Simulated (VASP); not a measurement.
# Al (Fm-3m) in VASP: a series of runs, part 2 of 2

VASP 6.6.1.

**5. Single point, PBEsol (volume scaled by 0.98)**

INCAR reads:

```
SYSTEM = Al
ALGO = Fast ; EDIFF = 1E-6
ENCUT = 520 ; GGA = PS
ISIF = 2 ; ISMEAR = -1
LASPH = .TRUE. ; LCHARG = .TRUE.
LELF = .TRUE. ; LREAL = .FALSE.
LVHAR = .TRUE. ; LWAVE = .FALSE.
NBANDS = 8 ; NELM = 80
PREC = Accurate ; SIGMA = 0.05
```

KPOINTS reads:

```
k-points
0
G
  11 11 11
  0 0 0
```

POSCAR reads:

```
Al
1.0
    0.0000000000      2.0112152952      2.0112152952
    2.0112152952      0.0000000000      2.0112152952
    2.0112152952      2.0112152952      0.0000000000
Al
1
Direct
    0.0000000000      0.0000000000      0.0000000000
```

Potentials or basis: VASP PAW PBE potentials, release 64 (Al).

Started as:

```
> cat potpaw_PBE.64/Al/POTCAR > POTCAR
> mpirun -np 1 vasp_std > vasp.out
```

OUTCAR:

```text
SYSTEM = Al
   EDIFF = 1E-6
   ENCUT = 520
   GGA = PS
   ISIF = 2
   ISMEAR = -1
   LASPH = .TRUE.
   LREAL = .FALSE.
   NELM = 80
   PREC = Accurate

 ion  position               nearest neighbor table
   1  0.000  0.000  0.000-

  LATTYP: Found a face centered cubic cell.
 ALAT       =     4.0224305904

  Lattice vectors:

 A1 = (   0.0000000000,   2.0112152952,   2.0112152952)
 A2 = (   2.0112152952,   0.0000000000,   2.0112152952)
 A3 = (   2.0112152952,   2.0112152952,   0.0000000000)

Analysis of symmetry for initial positions (statically):
[... 436 lines left out ...]
      3      13.4301      0.00000
      4      20.0601      0.00000
      5      22.0972      0.00000
      6      23.1085      0.00000
      7      24.3021      0.00000
      8      25.2582      0.00000

 [... further k-points ...]
[... 5 lines left out ...]
  --------------------------------------------------------------------------------------
  -------------------------------------------------------------------------------------
  Total       -0.0286566     -0.0286566     -0.0286566      0.0000000      0.0000000      0.0000000
  in kB       -2.8218256     -2.8218256     -2.8218256      0.0000000      0.0000000      0.0000000
  external PRESSURE =      -2.8218256 kB  Pullay stress =       0.0000000 kB

 VOLUME and BASIS-vectors are now :
 -----------------------------------------------------------------------------
  energy-cutoff  :      520.00
  volume of cell :       16.27
      direct lattice vectors                 reciprocal lattice vectors
     0.000000000  2.011215295  2.011215295    -0.248605906  0.248605906  0.248605906
     2.011215295  0.000000000  2.011215295     0.248605906 -0.248605906  0.248605906
     2.011215295  2.011215295  0.000000000     0.248605906  0.248605906 -0.248605906

 POSITION                                       TOTAL-FORCE (eV/Angst)
 -----------------------------------------------------------------------------------
      0.00000      0.00000      0.00000         0.000000      0.000000      0.000000
 -----------------------------------------------------------------------------------
    total drift:                               -0.000000     -0.000000     -0.000000

  FREE ENERGIE OF THE ION-ELECTRON SYSTEM (eV)
  ---------------------------------------------------
  free  energy   TOTEN  =        -4.1017990355 eV

  energy  without entropy=       -4.0978451136  energy(sigma->0) =       -4.09982207
```

OSZICAR:

```text
N       E                     dE             d eps       ncg     rms          rms(c)
DAV:   1    -0.266378209452E+01   -0.26638E+01   -0.88052E+02   896   0.208E+02
DAV:   2    -0.412330138799E+01   -0.14595E+01   -0.13633E+01  1232   0.188E+01
DAV:   3    -0.413032268822E+01   -0.70213E-02   -0.70131E-02  1184   0.147E+00
DAV:   4    -0.413033756846E+01   -0.14880E-04   -0.14881E-04  1344   0.610E-02
DAV:   5    -0.413033759905E+01   -0.30595E-07   -0.30393E-07  1256   0.156E-03    0.141E+00
RMM:   6    -0.411330392331E+01    0.17034E-01   -0.13812E-03   899   0.183E-01    0.816E-01
RMM:   7    -0.410178112929E+01    0.11523E-01   -0.41528E-03  1047   0.311E-01    0.137E-01
RMM:   8    -0.410179649369E+01   -0.15364E-04   -0.23437E-04   994   0.913E-02    0.311E-02
RMM:   9    -0.410180028875E+01   -0.37951E-05   -0.34170E-05  1022   0.370E-02    0.157E-02
RMM:  10    -0.410179894394E+01    0.13448E-05   -0.54347E-06  1038   0.139E-02    0.299E-02
RMM:  11    -0.410179903555E+01   -0.91606E-07   -0.10452E-06   884   0.601E-03
   1 F= -.41017990E+01 E0= -.40998221E+01  d E =-.395392E-02
```

It took 3.5 s on 1 thread of Intel Xeon Platinum 8481C at 2.70GHz (Sapphire Rapids), shared host; peak memory 0.13 GiB.

What came out:

```
Free energy : -4.1018 eV
Pressure    : -0.3 GPa
```

Levels at points of the mesh, in eV from the Fermi level:
```csv
k point,band 1,band 2,band 3,band 4,band 5
"(0.00, 0.00, 0.00)",-11.23,12.67,12.67,12.67,14.27
```

Caveat: the PAW data sets were made with another functional, which shifts forces and pressure a little.

**6. Single point, PBEsol**

INCAR reads:

```
SYSTEM = Al
  PREC = Accurate
  ENCUT = 520
  EDIFF = 1E-6
  ISMEAR = -1
  SIGMA = 0.05
  LREAL = .FALSE.
  LASPH = .TRUE.
  NELM = 100
  ALGO = Normal
  ISIF = 2
  LWAVE = .FALSE.
  LCHARG = .FALSE.
  GGA = PS
  NBANDS = 8
```

KPOINTS reads:

```
Automatic mesh
0
G
  11 11 11
  0 0 0
```

POSCAR reads:

```
Al
1.0
    0.0000000000      2.0248050000      2.0248050000
    2.0248050000      0.0000000000      2.0248050000
    2.0248050000      2.0248050000      0.0000000000
Al
1
Direct
    0.0000000000      0.0000000000      0.0000000000
```

Potentials or basis: VASP PAW PBE potentials, release 64 (Al).

Started as:

```
> cat potpaw_PBE.64/Al/POTCAR > POTCAR
> mpirun -np 1 vasp_std > vasp.out
```

OUTCAR:

```text
SYSTEM = Al
   PREC = Accurate
   ENCUT = 520
   EDIFF = 1E-6
   ISMEAR = -1
   LREAL = .FALSE.
   LASPH = .TRUE.
   NELM = 100
   ISIF = 2
   GGA = PS

 ion  position               nearest neighbor table
   1  0.000  0.000  0.000-

  LATTYP: Found a face centered cubic cell.
 ALAT       =     4.0496100000

  Lattice vectors:

 A1 = (   0.0000000000,   2.0248050000,   2.0248050000)
 A2 = (   2.0248050000,   0.0000000000,   2.0248050000)
 A3 = (   2.0248050000,   2.0248050000,   0.0000000000)

Analysis of symmetry for initial positions (statically):
[... 435 lines left out ...]
      3      13.1264      0.00000
      4      19.6798      0.00000
      5      21.7041      0.00000
      6      22.7539      0.00000
      7      23.8494      0.00000
      8      24.8071      0.00000

 [... further k-points ...]
[... 5 lines left out ...]
  --------------------------------------------------------------------------------------
  -------------------------------------------------------------------------------------
  Total       -0.1941106     -0.1941106     -0.1941106     -0.0000000     -0.0000000      0.0000000
  in kB      -18.7318316    -18.7318316    -18.7318316     -0.0000000     -0.0000000      0.0000000
  external PRESSURE =     -18.7318316 kB  Pullay stress =       0.0000000 kB

 VOLUME and BASIS-vectors are now :
 -----------------------------------------------------------------------------
  energy-cutoff  :      520.00
  volume of cell :       16.60
      direct lattice vectors                 reciprocal lattice vectors
     0.000000000  2.024805000  2.024805000    -0.246937359  0.246937359  0.246937359
     2.024805000  0.000000000  2.024805000     0.246937359 -0.246937359  0.246937359
     2.024805000  2.024805000  0.000000000     0.246937359  0.246937359 -0.246937359

 POSITION                                       TOTAL-FORCE (eV/Angst)
 -----------------------------------------------------------------------------------
      0.00000      0.00000      0.00000         0.000000      0.000000      0.000000
 -----------------------------------------------------------------------------------
    total drift:                               -0.000000      0.000000      0.000000

  FREE ENERGIE OF THE ION-ELECTRON SYSTEM (eV)
  ---------------------------------------------------
  free  energy   TOTEN  =        -4.0995486273 eV

  energy  without entropy=       -4.0955520605  energy(sigma->0) =       -4.09755034
```

OSZICAR:

```text
N       E                     dE             d eps       ncg     rms          rms(c)
DAV:   1    -0.261421414077E+01   -0.26142E+01   -0.82231E+02   896   0.201E+02
DAV:   2    -0.411952124514E+01   -0.15053E+01   -0.14566E+01  1240   0.191E+01
DAV:   3    -0.412777959951E+01   -0.82584E-02   -0.82529E-02  1216   0.160E+00
DAV:   4    -0.412779701070E+01   -0.17411E-04   -0.17411E-04  1352   0.662E-02
DAV:   5    -0.412779705924E+01   -0.48538E-07   -0.47906E-07  1208   0.198E-03    0.138E+00
DAV:   6    -0.411093824992E+01    0.16859E-01   -0.22584E-03  1192   0.197E-01    0.784E-01
DAV:   7    -0.409956504534E+01    0.11373E-01   -0.61590E-03  1192   0.315E-01    0.165E-01
DAV:   8    -0.409954932569E+01    0.15720E-04   -0.20204E-05  1344   0.306E-02    0.765E-03
DAV:   9    -0.409954862730E+01    0.69839E-06   -0.32244E-07  1192   0.250E-03
   1 F= -.40995486E+01 E0= -.40975503E+01  d E =-.399657E-02
```

stdout:

```text
POSCAR found type information on POSCAR Al
 POSCAR found :  1 types and       1 ions
 scaLAPACK will be used
 -----------------------------------------------------------------------------
|                                                                             |
|                                                                             |
|     You enforced a specific xc type in the INCAR file but a different       |
|     I HOPE YOU KNOW WHAT YOU ARE DOING!                                     |
|                                                                             |
 -----------------------------------------------------------------------------

 LDA part: xc-table for (Slater+PW92), standard interpolation
 POSCAR, INCAR and KPOINTS ok, starting setup
 FFT: planning ... GRIDC
 FFT: planning ... GRID_SOFT
 FFT: planning ... GRID
 WAVECAR not read
 entering main loop
```

Run time: 2.6 s. Hardware: 1 thread of Intel Xeon Platinum 8481C at 2.70GHz (Sapphire Rapids), shared host; peak memory 0.13 GiB.

Results:

* Free energy: -4.0995 eV
* Pressure: -1.9 GPa

Caveat: the PAW data sets were made with another functional, which shifts forces and pressure a little.

**7. Overview**

```csv
cell,gap on the mesh (eV),pressure (GPa)
"a = 2.864 Å, angles 60.0°, 1 atom",none,-1.9
"a = 2.805 Å, angles 60.0°, 1 atom",none,3.5
"a = 2.825 Å, angles 60.0°, 1 atom",none,1.5
"a = 2.844 Å, angles 60.0°, 1 atom",none,-0.3
```

Alike in all rows: task single point; level PBEsol; potentials or basis VASP PAW PBE potentials, release 64 (Al); no spin polarisation; k mesh 11 × 11 × 11; cutoff (eV) 520; smearing fermi-dirac 0.05 eV.

Caveats: the PAW data sets were made with another functional, which shifts forces and pressure a little.

Total energies depend on the potentials used, so only differences within one code and one set of settings carry meaning.
